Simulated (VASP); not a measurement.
Set up this calculation in VASP 6.6.1, as the native input.

* Task: single point
* Functional: PBEsol
* Potentials or basis: VASP PAW PBE potentials, release 64 (Hf_pv, O)
* Cutoff: 520 eV
* k mesh: 9 × 9 × 9
* Occupations: fermi-dirac, width 0.05 eV
* Spin: no spin polarisation
* Dipole correction: no
* Further INCAR settings: ALGO = Normal; EDIFF = 1e-06; NBANDS = 18

The structure of HfO2 lies in POSCAR:

```
HfO2
1.0
    0.0000000000      2.5052914730      2.5052914730
    2.5052914730      0.0000000000      2.5052914730
    2.5052914730      2.5052914730      0.0000000000
Hf O
1 2
Direct
    0.0000000000      0.0000000000      0.0000000000
    0.7500000000      0.7500000000      0.7500000000
    0.2500000000      0.2500000000      0.2500000000
```

One way to write it, as run:

INCAR

```
SYSTEM = HfO2
ALGO = Normal
EDIFF = 1E-6
ENCUT = 520
GGA = PS
ISIF = 2
ISMEAR = -1
LASPH = .TRUE.
LCHARG = .FALSE.
LREAL = .FALSE.
LWAVE = .FALSE.
NBANDS = 18
NELM = 80
PREC = Accurate
SIGMA = 0.05
```

KPOINTS

```
k-points
0
G
  9 9 9
  0 0 0
```

Potentials or basis: VASP PAW PBE potentials, release 64 (Hf_pv, O).

The run is started by

```sh
$ cat potpaw_PBE.64/Hf_pv/POTCAR potpaw_PBE.64/O/POTCAR > POTCAR
$ mpirun -np 1 vasp_std > vasp.out
```

Results of the run:

```yaml
Pressure: 1.6 GPa
Band_gap_on_the_k_mesh: 3.88 eV, indirect (least direct gap 4.01 eV)
```

Caveat: the PAW data sets were made with another functional, which shifts forces and pressure a little; spin-orbit coupling is left out, which moves the levels of the heavy elements.

It took 48 s on 1 thread of AMD EPYC 7R13 (shared host), peak memory 0.14 GiB.
